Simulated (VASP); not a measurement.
# SrO (Pm-3m) in VASP: single point with PBE

Aim: the single point of SrO with PBE.

Program: VASP 6.6.1. These are calculated values, not measurements. Logs are shortened: lines on timing, memory, paths and dates and some standing lists are left out, and cuts for length are marked.

## 1. The cell of the first run

The structure is cubic, space group Pm-3m (No. 221). Conventional cell: a = 3.103 Å, b = 3.103 Å, c = 3.103 Å, α = 90.00°, β = 90.00°, γ = 90.00°. Within 3.5 Å of Sr (site symmetry m-3m) lie 8 O at 2.69 Å and 6 Sr at 3.10 Å. Within 3.5 Å of O (site symmetry m-3m) lie 8 Sr at 2.69 Å and 6 O at 3.10 Å.

## 2. Single point, PBE

INCAR reads:

```
PREC = Accurate
ENCUT = 520
EDIFF = 1E-6
ISMEAR = 0
SIGMA = 0.01
LREAL = False
LASPH = True
NELM = 100
ALGO = Normal
ISIF = 2
LWAVE = False
LCHARG = True
GGA = PE
LELF = True
LVHAR = True
NBANDS = 15
```

KPOINTS reads:

```
Automatic mesh
0
Gamma
  6 6 6
```

POSCAR reads:

```
SrO
1.0
    3.1028650697      0.0000000000      0.0000000000
    0.0000000000      3.1028650697      0.0000000000
    0.0000000000      0.0000000000      3.1028650697
Sr O
1 1
Direct
    0.0000000000      0.0000000000      0.0000000000
    0.5000000000      0.5000000000      0.5000000000
```

Potentials or basis: VASP PAW PBE potentials, release 64 (Sr_sv, O).

Launch:

```sh
$ cat potpaw_PBE.64/Sr_sv/POTCAR potpaw_PBE.64/O/POTCAR > POTCAR
$ mpirun -np 1 vasp_std > vasp.out
```

OUTCAR:

```text
PREC = Accurate
   ENCUT = 520
   EDIFF = 1E-6
   ISMEAR = 0
   LREAL = False
   LASPH = True
   NELM = 100
   ISIF = 2
   GGA = PE

 ion  position               nearest neighbor table
   1  0.000  0.000  0.000-   2 2.69   2 2.69   2 2.69   2 2.69   2 2.69   2 2.69   2 2.69   2 2.69

   2  0.500  0.500  0.500-   1 2.69   1 2.69   1 2.69   1 2.69   1 2.69   1 2.69   1 2.69   1 2.69

  LATTYP: Found a simple cubic cell.
 ALAT       =     3.1028650697

  Lattice vectors:

 A1 = (   3.1028650697,   0.0000000000,   0.0000000000)
 A2 = (   0.0000000000,   3.1028650697,   0.0000000000)
 A3 = (   0.0000000000,   0.0000000000,   3.1028650697)

Analysis of symmetry for initial positions (statically):
=====================================================================
 Subroutine PRICEL returns:
 Original cell was already a primitive cell.

 Routine SETGRP: Setting up the symmetry group for a
 simple cubic supercell.

 Subroutine GETGRP returns: Found 48 space group operations
 (whereof 48 operations were pure point group operations)
 out of a pool of 48 trial point group operations.

The static configuration has the point symmetry O_h .

Analysis of symmetry for dynamics (positions and initial velocities):
=====================================================================
 Subroutine PRICEL returns:
 Original cell was already a primitive cell.

 Routine SETGRP: Setting up the symmetry group for a
 simple cubic supercell.

 Subroutine GETGRP returns: Found 48 space group operations
 (whereof 48 operations were pure point group operations)
 out of a pool of 48 trial point group operations.

The dynamic configuration has the point symmetry O_h .

 Subroutine INISYM returns: Found 48 space group operations
 (whereof 48 operations are pure point group operations),
 and found     1 'primitive' translations

----------------------------------------------------------------------------------------

                                     Primitive cell

  volume of cell :      29.8737

  direct lattice vectors                    reciprocal lattice vectors
     3.102865070  0.000000000  0.000000000     0.322282786  0.000000000  0.000000000
     0.000000000  3.102865070  0.000000000     0.000000000  0.322282786  0.000000000
     0.000000000  0.000000000  3.102865070     0.000000000  0.000000000  0.322282786

  length of vectors
     3.102865070  3.102865070  3.102865070     0.322282786  0.322282786  0.322282786

  position of ions in fractional coordinates (direct lattice)
     0.000000000  0.000000000  0.000000000
     0.500000000  0.500000000  0.500000000

  ion indices of the primitive-cell ions
   primitive index   ion index
                 1           1
                 2           2

----------------------------------------------------------------------------------------

 KPOINTS: Automatic mesh

Automatic generation of k-mesh.
 Grid dimensions read from file:
 generate k-points for:    6    6    6

 Generating k-lattice:

  Cartesian coordinates                     Fractional coordinates (reciprocal lattice)
     0.053713798  0.000000000  0.000000000     0.166666667  0.000000000  0.000000000
     0.000000000  0.053713798  0.000000000     0.000000000  0.166666667  0.000000000
     0.000000000  0.000000000  0.053713798     0.000000000  0.000000000  0.166666667

  Length of vectors
     0.053713798  0.053713798  0.053713798

  Shift w.r.t. Gamma in fractional coordinates (k-lattice)
     0.000000000  0.000000000  0.000000000

 Subroutine IBZKPT returns following result:
 ===========================================

 Found     20 irreducible k-points:

 Following reciprocal coordinates:
            Coordinates               Weight
  0.000000  0.000000  0.000000      1.000000
  0.166667  0.000000  0.000000      6.000000
  0.333333  0.000000  0.000000      6.000000
  0.500000  0.000000  0.000000      3.000000
  0.166667  0.166667  0.000000     12.000000
  0.333333  0.166667  0.000000     24.000000
[... 12 lines left out ...]
  0.500000  0.500000  0.333333      6.000000
  0.500000  0.500000  0.500000      1.000000
   k-points           NKPTS =     20   k-points in BZ     NKDIM =     20   number of bands    NBANDS=     15
   number of dos      NEDOS =    301   number of ions     NIONS =      2
   total plane-waves  NPLWV =  13824
   dimension x,y,z NGX =    24 NGY =   24 NGZ =   24
   dimension x,y,z NGXF=    48 NGYF=   48 NGZF=   48
   ions per type =               1   1
   NGX,Y,Z   is equivalent  to a cutoff of  12.86, 12.86, 12.86 a.u.
   NGXF,Y,Z  is equivalent  to a cutoff of  25.72, 25.72, 25.72 a.u.
 SYSTEM =  unknown system
   PREC   = accura    normal or accurate (medium, high low for compatibility)
   ISTART =      0    job   : 0-new  1-cont  2-samecut
   ICHARG =      2    charge: 1-file 2-atom 10-const
   ISPIN  =      1    spin polarized calculation?
   LNONCOLLINEAR =      F non collinear calculations
   LSORBIT =      F    spin-orbit coupling
   LASPH  =      T    aspherical Exc in radial PAW
   ENCUT  =  520.0 eV  38.22 Ry    6.18 a.u.   5.77  5.77  5.77*2*pi/ulx,y,z
   NELM   =    100;   NELMIN=  2; NELMDL= -5     # of ELM steps
   EDIFF  = 0.1E-05   stopping-criterion for ELM
   LREAL  =      F    real-space projection
   EDIFFG = 0.1E-04   stopping-criterion for IOM
   NSW    =      0    number of steps for IOM
   IBRION =     -1    ionic relax: 0-MD 1-quasi-New 2-CG
   NFREE  =      0    steps in history (QN), initial steepest desc. (CG)
   ISIF   =      2    stress and relaxation
   ISYM   =      2    0-nonsym 1-usesym 2-fastsym
   POTIM  = 0.5000    time-step for ionic-motion
   TEBEG  =    0.0;   TEEND  =   0.0 temperature during run
   PSTRESS=    0.0 pullay stress
   NELECT =      16.0000    total number of electrons
   NUPDOWN=      -1.0000    fix difference up-down
   EMIN   =  10.00;   EMAX   =-10.00  energy-range for DOS
   EFERMI =   0.00;   METHOD = LEGACY
   ISMEAR =     0;   SIGMA  =   0.01  broadening in eV -4-tet -1-fermi 0-gaus
   EFERMI_NEDOS =   21; number of points for ismear=-14 and -15
   IALGO  =     38    algorithm
   IMIX   =      4    mixing-type and parameters
     AMIX     =   0.40;   BMIX     =  1.00
     AMIX_MAG =   1.60;   BMIX_MAG =  1.00
  volume/ion in A,a.u.               =      14.94       100.80
  Fermi-wavevector in a.u.,A,eV,Ry     =   1.329491  2.512373 24.048913  1.767545
  Thomas-Fermi vector in A             =   2.458649
   LORBIT       =      0    0 simple, 1 ext, 2 COOP (PROOUT), +10 PAW based schemes
   GGA     = PE    functional components
   LHFCALC =     F    Hartree Fock is set to
   AEXX    =    0.0000 exact exchange contribution
   IVDW    =     0    specifies the selected vdW correction
   LEPSILON=     F    determine dielectric tensor
   LRPA    =     F    only Hartree local field effects (RPA)
 non-spin polarized calculation
 Gauss-broadening in eV      SIGMA  =   0.01
  energy-cutoff  :      520.00
  volume of cell :       29.87
 maximum number of plane-waves:       840
 NGX is ok and might be reduce to    24
   NGX = 11   NGY = 11   NGZ = 11

 number of electron      16.0000006 magnetization

 Free energy of the ion-electron system (eV)
  ---------------------------------------------------
  ext. energy  EPLUGINS =         0.00000000
  ---------------------------------------------------
  free energy    TOTEN  =       -11.21019082 eV

  energy without entropy =      -11.21019082  energy(sigma->0) =      -11.21019082

 E-fermi :   3.3058     XC(G=0): -10.8246

 val. band max:        3.1345493010   @ k =   0.5000   0.5000   0.0000
 cond. band min:       5.8816231259   @ k =   0.0000   0.0000   0.0000
 fundamental gap:      2.7470738249
 Fermi energy:         3.3058105080

 k-point     1 :       0.0000    0.0000    0.0000
  band No.  band energies     occupation
      1     -30.7396      2.00000
      2     -12.5626      2.00000
      3     -11.9250      2.00000
      4     -11.9250      2.00000
      5     -11.9250      2.00000
      6       3.0720      2.00000
      7       3.0720      2.00000
      8       3.0720      2.00000
      9       5.8816      0.00000
     10       5.8816      0.00000
     11       7.8488      0.00000
     12      13.6901      0.00000
     13      13.6901      0.00000
     14      13.6901      0.00000
     15      22.7419      0.00000

 k-point     2 :       0.1667    0.0000    0.0000
  band No.  band energies     occupation
      1     -30.6847      2.00000
      2     -13.3333      2.00000
      3     -11.8745      2.00000
      4     -11.8745      2.00000
      5     -11.4274      2.00000
      6       2.0809      2.00000
      7       2.9295      2.00000
      8       2.9295      2.00000
      9       6.1227      0.00000
     10       7.1520      0.00000
     11       8.9644      0.00000
     12      13.2715      0.00000
     13      13.2715      0.00000
     14      13.8223      0.00000
     15      19.7661      0.00000

 k-point     3 :       0.3333    0.0000    0.0000
  band No.  band energies     occupation
      1     -30.5719      2.00000
      2     -14.2805      2.00000
      3     -11.7709      2.00000
      4     -11.7709      2.00000
      5     -10.9580      2.00000
      6       0.7155      2.00000
      7       2.6289      2.00000
      8       2.6289      2.00000
      9       6.6876      0.00000
     10       9.5269      0.00000
     11      11.4324      0.00000
     12      12.6892      0.00000
     13      12.6892      0.00000
     14      14.1060      0.00000
     15      16.8717      0.00000
[... 271 lines left out ...]
 k-point    19 :       0.5000    0.5000    0.3333
  band No.  band energies     occupation
      1     -30.1674      2.00000
      2     -13.1141      2.00000
      3     -13.1141      2.00000
      4     -12.6886      2.00000
      5     -11.9472      2.00000
      6       0.5710      2.00000
      7       0.5710      2.00000
      8       0.7271      2.00000
      9      10.6816      0.00000
     10      11.2583      0.00000
     11      11.2583      0.00000
     12      12.2378      0.00000
     13      16.3658      0.00000
     14      17.1104      0.00000
     15      17.1104      0.00000

 k-point    20 :       0.5000    0.5000    0.5000
  band No.  band energies     occupation
      1     -30.1185      2.00000
      2     -13.0261      2.00000
      3     -13.0261      2.00000
      4     -13.0261      2.00000
      5     -11.8493      2.00000
      6       0.1664      2.00000
      7       0.1664      2.00000
      8       0.1664      2.00000
      9      11.4589      0.00000
     10      11.4589      0.00000
     11      11.4589      0.00000
     12      16.4402      0.00000
     13      16.8989      0.00000
     14      16.8989      0.00000
     15      16.8989      0.00000

------------------------ aborting loop because EDIFF is reached ----------------------------------------

  FORCE on cell =-STRESS in cart. coord.  units (eV):
  Direction    XX          YY          ZZ          XY          YZ          ZX
  --------------------------------------------------------------------------------------
  -------------------------------------------------------------------------------------
  Total        0.6691888      0.6691888      0.6691888     -0.0000000     -0.0000000      0.0000000
  in kB       35.8897631     35.8897631     35.8897631     -0.0000000     -0.0000000      0.0000000
  external PRESSURE =      35.8897631 kB  Pullay stress =       0.0000000 kB

 VOLUME and BASIS-vectors are now :
 -----------------------------------------------------------------------------
  energy-cutoff  :      520.00
  volume of cell :       29.87
      direct lattice vectors                 reciprocal lattice vectors
     3.102865070  0.000000000  0.000000000     0.322282786  0.000000000  0.000000000
     0.000000000  3.102865070  0.000000000     0.000000000  0.322282786  0.000000000
     0.000000000  0.000000000  3.102865070     0.000000000  0.000000000  0.322282786

 POSITION                                       TOTAL-FORCE (eV/Angst)
 -----------------------------------------------------------------------------------
      0.00000      0.00000      0.00000         0.000000      0.000000      0.000000
      1.55143      1.55143      1.55143         0.000000      0.000000      0.000000
 -----------------------------------------------------------------------------------
    total drift:                                0.000000      0.000000     -0.000000

  FREE ENERGIE OF THE ION-ELECTRON SYSTEM (eV)
  ---------------------------------------------------
  free  energy   TOTEN  =       -11.2101908200 eV

  energy  without entropy=      -11.2101908200  energy(sigma->0) =      -11.21019082
```

It took 6.9 s on 1 thread of Intel Xeon 6975P-C, shared host; peak memory 0.14 GiB.

What came out:

| Property | Result |
| --- | --- |
| Free energy | -11.2102 eV |
| Pressure | 3.6 GPa |
| Band gap on the k mesh | 2.75 eV, indirect (least direct gap 2.81 eV) |

A k mesh can miss the band edges.
